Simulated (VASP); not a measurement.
A run of VASP 6.6.1 is set up as follows.

The input INCAR:

```
SYSTEM = ZnSe
  PREC = Accurate
  ENCUT = 520
  EDIFF = 1E-6
  ISMEAR = -1
  SIGMA = 0.08
  LREAL = .False.
  LASPH = .True.
  NELM = 60
  ALGO = Normal
  ISIF = 2
  LWAVE = .False.
  LCHARG = .False.
  GGA = PE
  NBANDS = 16
```

KPOINTS

```
regular mesh
0
Gamma
  13 13 13
  0 0 0
```

The input POSCAR:

```
ZnSe
1.0
    0.0000000000      2.6836173955      2.6836173955
    2.6836173955      0.0000000000      2.6836173955
    2.6836173955      2.6836173955      0.0000000000
Zn Se
1 1
Direct
    0.0000000000      0.0000000000      0.0000000000
    0.5000000000      0.5000000000      0.5000000000
```

Potentials or basis: VASP PAW PBE potentials, release 64 (Zn, Se).

Run with:

```console
$ cat potpaw_PBE.64/Zn/POTCAR potpaw_PBE.64/Se/POTCAR > POTCAR
$ mpirun -np 1 vasp_std > vasp.out
```

(1) What does it give for the band gap on the k mesh?

(2) Estimate the pressure.

Answers

(1) zero (band 9 reaches 3.12 eV, above the bottom of band 10 at 2.17 eV).

(2) 0.2 GPa.
